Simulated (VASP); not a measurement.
# B17SN17 (a cell with a defect) in VASP: single point with PBE

Aim: the single point of B17SN17 (a cell with a defect) with PBE.

Program: VASP 6.6.1. These are calculated values, not measurements. Logs are shortened: lines on timing, memory, paths and dates and some standing lists are left out, and cuts for length are marked.

### Step 1. The cell of the first run

The cell holds a defect, 35 atoms: a = 7.465 Å, b = 7.465 Å, c = 6.495 Å, α = 90.00°, β = 90.00°, γ = 120.00°.

### Step 2. Single point, PBE

Contents of INCAR:

```
SYSTEM = B17SN17
  ALGO = Normal
  EDIFF = 1E-6
  ENCUT = 520
  GGA = PE
  ISIF = 2
  ISMEAR = -1
  LASPH = .True.
  LCHARG = .False.
  LREAL = Auto
  LWAVE = .False.
  NBANDS = 94
  NELECT = 144.0
  NELM = 100
  PREC = Accurate
  SIGMA = 0.01
```

Contents of KPOINTS:

```
Automatic mesh
0
Gamma
  2 2 2
  0.5 0.5 0.5
```

Contents of POSCAR:

```
B17SN17
1.0
    7.4650312844      0.0000000000      0.0000000000
   -3.7325156422      6.4649067324      0.0000000000
    0.0000000000      0.0000000000      6.4954828762
B N S
17 17 1
Direct
    0.0951577370      0.2063998136      0.2502230956
    0.2237628063      0.1222047048      0.7817101141
    0.0930340200      0.5376591468      0.2568035637
    0.2369195075      0.4636594229      0.7378746927
    0.0929886463      0.8727200428      0.2615460283
    0.2366661207      0.7929935571      0.7549713896
    0.4303432785      0.2096200165      0.2824803873
    0.5808565973      0.1217529196      0.7599572916
    0.4297812588      0.5379405048      0.2787353482
    0.4288351292      0.8728410581      0.2655706922
    0.5609723204      0.7795682896      0.7088161876
    0.7626955430      0.2080930492      0.2608379816
    0.9006737633      0.1193757260      0.7160052831
    0.7678904326      0.5448209415      0.3549618159
    0.9071941898      0.4641293483      0.6920591388
    0.7625260126      0.8719426911      0.2497968865
    0.9061569613      0.7877174034      0.6806865643
    0.1190671097      0.2337929061      0.7466190827
    0.2057217134      0.0958102229      0.2657985767
    0.1199476208      0.5704888864      0.7605455817
    0.2063958511      0.4286011150      0.2511410733
    0.1224591837      0.9025299888      0.7514338589
    0.2055785613      0.7620244580      0.2645215905
    0.5395206041      0.0947908692      0.2801030676
    0.4454685659      0.5673944808      0.6945469926
    0.5376320127      0.4280554133      0.3053067362
    0.4595657664      0.9017226588      0.7457237432
    0.5391805685      0.7618871648      0.2568873804
    0.7956681546      0.2355216237      0.7065447611
    0.8723796448      0.0959650872      0.2358539039
    0.8280668362      0.5834056276      0.5965163696
    0.8726043954      0.4276669906      0.2702508028
    0.7900929091      0.8963664629      0.6954407750
    0.8724249607      0.7632743902      0.2601075636
    0.4887951350      0.2800713947      0.8594281223
```

Potentials or basis: VASP PAW PBE potentials, release 64 (B, N, S).

Run with:

```
cat potpaw_PBE.64/B/POTCAR potpaw_PBE.64/N/POTCAR potpaw_PBE.64/S/POTCAR > POTCAR
mpirun -np 1 vasp_std > vasp.out
```

OUTCAR:

```text
SYSTEM = B17SN17
   EDIFF = 1E-6
   ENCUT = 520
   GGA = PE
   ISIF = 2
   ISMEAR = -1
   LASPH = .True.
   LREAL = Auto
   NELECT = 144.0
   NELM = 100
   PREC = Accurate

 ion  position               nearest neighbor table
   1  0.095  0.206  0.250-  19 1.43  21 1.44  30 1.44
   2  0.224  0.122  0.782-  18 1.42  22 1.44  35 1.80
   3  0.093  0.538  0.257-  32 1.43  21 1.44  23 1.45
   4  0.237  0.464  0.738-  25 1.38  20 1.45  18 1.49
   5  0.093  0.873  0.262-  34 1.43  19 1.44  23 1.44
   6  0.237  0.793  0.755-  20 1.44  27 1.44  22 1.45
   7  0.430  0.210  0.282-  26 1.42  24 1.45  19 1.46
   8  0.581  0.122  0.760-  27 1.43  29 1.43  35 1.76
   9  0.430  0.538  0.279-  26 1.42  28 1.45  21 1.46
  10  0.429  0.873  0.266-  28 1.43  24 1.44  23 1.44
  11  0.561  0.780  0.709-  25 1.38  27 1.47  33 1.48
  12  0.763  0.208  0.261-  32 1.42  30 1.44  24 1.45
  13  0.901  0.119  0.716-  18 1.43  29 1.43  33 1.45
  14  0.768  0.545  0.355-  26 1.52  32 1.54  34 1.54  31 1.62
  15  0.907  0.464  0.692-  31 1.43  20 1.45  29 1.48
  16  0.763  0.872  0.250-  34 1.41  28 1.44  30 1.45
  17  0.906  0.788  0.681-  31 1.44  33 1.46  22 1.47
  18  0.119  0.234  0.747-   2 1.42  13 1.43   4 1.49
  19  0.206  0.096  0.266-   1 1.43   5 1.44   7 1.46
  20  0.120  0.570  0.761-   6 1.44  15 1.45   4 1.45
  21  0.206  0.429  0.251-   1 1.44   3 1.44   9 1.46
  22  0.122  0.903  0.751-   2 1.44   6 1.45  17 1.47
  23  0.206  0.762  0.265-  10 1.44   5 1.44   3 1.45
  24  0.540  0.095  0.280-  10 1.44  12 1.45   7 1.45
  25  0.445  0.567  0.695-  11 1.38   4 1.38
  26  0.538  0.428  0.305-   9 1.42   7 1.42  14 1.52
  27  0.460  0.902  0.746-   8 1.43   6 1.44  11 1.47
  28  0.539  0.762  0.257-  10 1.43  16 1.44   9 1.45
  29  0.796  0.236  0.707-  13 1.43   8 1.43  15 1.48
  30  0.872  0.096  0.236-  12 1.44   1 1.44  16 1.45
  31  0.828  0.583  0.597-  15 1.43  17 1.44  14 1.62
  32  0.873  0.428  0.270-  12 1.42   3 1.43  14 1.54
  33  0.790  0.896  0.695-  13 1.45  17 1.46  11 1.48
  34  0.872  0.763  0.260-  16 1.41   5 1.43  14 1.54
  35  0.489  0.280  0.859-   8 1.76   2 1.80

  LATTYP: Found a hexagonal cell.
 ALAT       =     7.4650312844
 C/A-ratio  =     0.8701213202

  Lattice vectors:

 A1 = (   7.4650312844,   0.0000000000,   0.0000000000)
 A2 = (  -3.7325156422,   6.4649067324,   0.0000000000)
 A3 = (   0.0000000000,   0.0000000000,   6.4954828762)

Analysis of symmetry for initial positions (statically):
=====================================================================
 Subroutine PRICEL returns:
 Original cell was already a primitive cell.

 Routine SETGRP: Setting up the symmetry group for a
 hexagonal supercell.

 Subroutine GETGRP returns: Found  1 space group operations
 (whereof  1 operations were pure point group operations)
 out of a pool of 24 trial point group operations.

The static configuration has the point symmetry C_1 .

Analysis of symmetry for dynamics (positions and initial velocities):
=====================================================================
 Subroutine PRICEL returns:
 Original cell was already a primitive cell.

 Routine SETGRP: Setting up the symmetry group for a
 hexagonal supercell.

 Subroutine GETGRP returns: Found  1 space group operations
 (whereof  1 operations were pure point group operations)
 out of a pool of 24 trial point group operations.

The dynamic configuration has the point symmetry C_1 .

 Subroutine INISYM returns: Found  1 space group operations
 (whereof  1 operations are pure point group operations),
 and found     1 'primitive' translations

----------------------------------------------------------------------------------------

                                     Primitive cell

  volume of cell :     313.4768

  direct lattice vectors                    reciprocal lattice vectors
     7.465031284  0.000000000  0.000000000     0.133957911  0.077340636  0.000000000
    -3.732515642  6.464906732  0.000000000     0.000000000  0.154681273  0.000000000
     0.000000000  0.000000000  6.495482876     0.000000000  0.000000000  0.153953142

  length of vectors
     7.465031284  7.465031284  6.495482876     0.154681273  0.154681273  0.153953142

  position of ions in fractional coordinates (direct lattice)
     0.095157737  0.206399814  0.250223096
     0.223762806  0.122204705  0.781710114
     0.093034020  0.537659147  0.256803564
     0.236919507  0.463659423  0.737874693
     0.092988646  0.872720043  0.261546028
     0.236666121  0.792993557  0.754971390
[... 27 lines left out ...]
     0.872424961  0.763274390  0.260107564
     0.488795135  0.280071395  0.859428122

  ion indices of the primitive-cell ions
   primitive index   ion index
                 1           1
                 2           2
                 3           3
                 4           4
                 5           5
                 6           6
[... 27 lines left out ...]
                34          34
                35          35

----------------------------------------------------------------------------------------

 KPOINTS: Automatic mesh

Automatic generation of k-mesh.
 Grid dimensions read from file:
 generate k-points for:    2    2    2

 Generating k-lattice:

  Cartesian coordinates                     Fractional coordinates (reciprocal lattice)
     0.066978956  0.038670318  0.000000000     0.500000000 -0.000000000  0.000000000
     0.000000000  0.077340636  0.000000000     0.000000000  0.500000000  0.000000000
     0.000000000  0.000000000  0.076976571     0.000000000  0.000000000  0.500000000

  Length of vectors
     0.077340636  0.077340636  0.076976571

  Shift w.r.t. Gamma in fractional coordinates (k-lattice)
     0.500000000  0.500000000  0.500000000

 Subroutine IBZKPT returns following result:
 ===========================================

 Found     12 irreducible k-points:

 Following reciprocal coordinates:
            Coordinates               Weight
  0.250000  0.250000  0.250000      2.000000
 -0.250000  0.500000  0.250000      2.000000
  0.500000  0.250000  0.250000      2.000000
 -0.250000 -0.250000  0.250000      2.000000
  0.250000  0.500000  0.250000      2.000000
  0.500000 -0.250000  0.250000      2.000000
 -0.250000  0.250000  0.250000      2.000000
 -0.250000 -0.000000  0.250000      2.000000
  0.000000 -0.250000  0.250000      2.000000
  0.250000 -0.250000  0.250000      2.000000
  0.250000  0.000000  0.250000      2.000000
  0.000000  0.250000  0.250000      2.000000
   k-points           NKPTS =     12   k-points in BZ     NKDIM =     12   number of bands    NBANDS=     94
   number of dos      NEDOS =    301   number of ions     NIONS =     35
   total plane-waves  NPLWV = 150528
   dimension x,y,z NGX =    56 NGY =   56 NGZ =   48
   dimension x,y,z NGXF=   112 NGYF=  112 NGZF=   96
   ions per type =              17  17   1
   NGX,Y,Z   is equivalent  to a cutoff of  12.47, 12.47, 12.29 a.u.
   NGXF,Y,Z  is equivalent  to a cutoff of  24.94, 24.94, 24.57 a.u.
 SYSTEM =  B17SN17
   PREC   = accura    normal or accurate (medium, high low for compatibility)
   ISTART =      0    job   : 0-new  1-cont  2-samecut
   ICHARG =      2    charge: 1-file 2-atom 10-const
   ISPIN  =      1    spin polarized calculation?
   LNONCOLLINEAR =      F non collinear calculations
   LSORBIT =      F    spin-orbit coupling
   LASPH  =      T    aspherical Exc in radial PAW
   ENCUT  =  520.0 eV  38.22 Ry    6.18 a.u.  13.88 13.88 12.08*2*pi/ulx,y,z
   NELM   =    100;   NELMIN=  2; NELMDL= -5     # of ELM steps
   EDIFF  = 0.1E-05   stopping-criterion for ELM
   LREAL  =      T    real-space projection
   EDIFFG = 0.1E-04   stopping-criterion for IOM
   NSW    =      0    number of steps for IOM
   IBRION =     -1    ionic relax: 0-MD 1-quasi-New 2-CG
   NFREE  =      0    steps in history (QN), initial steepest desc. (CG)
   ISIF   =      2    stress and relaxation
   ISYM   =      2    0-nonsym 1-usesym 2-fastsym
   POTIM  = 0.5000    time-step for ionic-motion
   TEBEG  =    0.0;   TEEND  =   0.0 temperature during run
   PSTRESS=    0.0 pullay stress
   NELECT =     144.0000    total number of electrons
   NUPDOWN=      -1.0000    fix difference up-down
   EMIN   =  10.00;   EMAX   =-10.00  energy-range for DOS
   EFERMI =   0.00;   METHOD = LEGACY
   ISMEAR =    -1;   SIGMA  =   0.01  broadening in eV -4-tet -1-fermi 0-gaus
   EFERMI_NEDOS =   21; number of points for ismear=-14 and -15
   IALGO  =     38    algorithm
   IMIX   =      4    mixing-type and parameters
     AMIX     =   0.40;   BMIX     =  1.00
     AMIX_MAG =   1.60;   BMIX_MAG =  1.00
  volume/ion in A,a.u.               =       8.96        60.44
  Fermi-wavevector in a.u.,A,eV,Ry     =   1.263166  2.387038 21.709310  1.595589
  Thomas-Fermi vector in A             =   2.396537
   LORBIT       =      0    0 simple, 1 ext, 2 COOP (PROOUT), +10 PAW based schemes
   GGA     = PE    functional components
   LHFCALC =     F    Hartree Fock is set to
   AEXX    =    0.0000 exact exchange contribution
   IVDW    =     0    specifies the selected vdW correction
   LEPSILON=     F    determine dielectric tensor
   LRPA    =     F    only Hartree local field effects (RPA)
 non-spin polarized calculation
  energy-cutoff  :      520.00
  volume of cell :      313.48
 maximum number of plane-waves:      8452
   NGX = 27   NGY = 27   NGZ = 25

 number of electron     143.9999998 magnetization

 Free energy of the ion-electron system (eV)
  ---------------------------------------------------
  ext. energy  EPLUGINS =         0.00000000
  ---------------------------------------------------
  free energy    TOTEN  =      -287.51134719 eV

  energy without entropy =     -287.51134719  energy(sigma->0) =     -287.51134719

 E-fermi :   4.8429     XC(G=0): -10.3791

 val. band max:        4.5690877752   @ k =   0.2500   0.0000   0.2500
 cond. band min:       6.8470513270   @ k =   0.0000   0.2500   0.2500
 fundamental gap:      2.2779635518
 Fermi energy:         4.8428549421

 k-point     1 :       0.2500    0.2500    0.2500
  band No.  band energies     occupation
      1     -14.8919      2.00000
      2     -14.4860      2.00000
      3     -14.4025      2.00000
      4     -14.1966      2.00000
      5     -13.9683      2.00000
      6     -13.3662      2.00000
[... 1033 lines left out ...]
     83       9.7023      0.00000
     84       9.8267      0.00000
 [bands above 84 left out]

------------------------ aborting loop because EDIFF is reached ----------------------------------------

  FORCE on cell =-STRESS in cart. coord.  units (eV):
  Direction    XX          YY          ZZ          XY          YZ          ZX
  --------------------------------------------------------------------------------------
  -------------------------------------------------------------------------------------
  Total       40.1850481     31.5883799     27.1470901     -3.0150249     -0.6487353     -0.3966519
  in kB      205.3854797    161.4479731    138.7485743    -15.4097696     -3.3156813     -2.0272848
  external PRESSURE =     168.5273424 kB  Pullay stress =       0.0000000 kB

 VOLUME and BASIS-vectors are now :
 -----------------------------------------------------------------------------
  energy-cutoff  :      520.00
  volume of cell :      313.48
      direct lattice vectors                 reciprocal lattice vectors
     7.465031284  0.000000000  0.000000000     0.133957911  0.077340636  0.000000000
    -3.732515642  6.464906732  0.000000000     0.000000000  0.154681273  0.000000000
     0.000000000  0.000000000  6.495482876     0.000000000  0.000000000  0.153953142

 POSITION                                       TOTAL-FORCE (eV/Angst)
 -----------------------------------------------------------------------------------
     -0.06004      1.33436      1.62532        -0.139880      0.081896     -0.008678
      1.21427      0.79004      5.07758         0.064813      0.025214     -0.017266
     -1.31232      3.47592      1.66806        -0.231914      0.128627     -0.000202
      0.03800      2.99751      4.79285         0.274354     -0.135693     -0.011398
     -2.56328      5.64205      1.69887        -0.129356      0.082231     -0.046895
     -1.19314      5.12663      4.90390         0.081187     -0.095166      0.094255
[... 27 lines left out ...]
      3.66375      4.93450      1.68952         0.131112     -0.067865      0.095274
      2.60350      1.81064      5.58240        -0.019749     -0.135246     -0.013213
 -----------------------------------------------------------------------------------
    total drift:                                0.000193      0.005244      0.002913

  FREE ENERGIE OF THE ION-ELECTRON SYSTEM (eV)
  ---------------------------------------------------
  free  energy   TOTEN  =      -287.5113471853 eV

  energy  without entropy=     -287.5113471853  energy(sigma->0) =     -287.51134719
```

Wall time 7.1 min (1 thread of Intel Xeon Platinum 8488C (Sapphire Rapids), shared host); peak memory 0.52 GiB.

Results:

```
Free energy   : -287.5113 eV
Largest force : 0.336 eV/Å
```

Forces on the atoms (eV/Å):
```
B   -0.140  0.082 -0.009
B    0.065  0.025 -0.017
B   -0.232  0.129  0.000
B    0.274 -0.136 -0.011
B   -0.129  0.082 -0.047
B    0.081 -0.095  0.094
B   -0.160  0.095  0.015
B    0.008 -0.052 -0.002
B   -0.123  0.066 -0.049
B   -0.179  0.113  0.014
B    0.188 -0.164 -0.135
B   -0.209  0.098  0.059
B    0.245 -0.159  0.049
B   -0.133  0.029  0.002
B    0.120 -0.030 -0.027
B   -0.161  0.087 -0.035
B    0.040  0.012 -0.005
N   -0.154  0.019 -0.075
N    0.134 -0.050 -0.110
N   -0.157  0.182 -0.021
N    0.211 -0.123  0.024
N    0.015 -0.028  0.055
N    0.163 -0.097 -0.022
N    0.154 -0.103 -0.053
N   -0.221  0.139  0.110
N    0.169 -0.079  0.093
N   -0.172  0.160  0.034
N    0.174 -0.077  0.040
N   -0.285  0.176 -0.025
N    0.189 -0.109 -0.044
N    0.030 -0.052 -0.051
N    0.163 -0.049 -0.028
N   -0.079  0.112  0.096
N    0.131 -0.068  0.095
S   -0.020 -0.135 -0.013
```

Levels at points of the mesh, in eV from the Fermi level:
| k point | band 70 | band 71 | band 72 | band 73 | band 74 | band 75 |
| --- | --- | --- | --- | --- | --- | --- |
| (0.25, 0.25, 0.25) | -1.91 | -1.45 | -0.50 | 2.03 | 2.33 | 2.66 |

Caveat: the cell carries a net charge on a neutralising background, which shifts energy and pressure; the cell is charged against a uniform background, so pressure and absolute levels hang on convention.
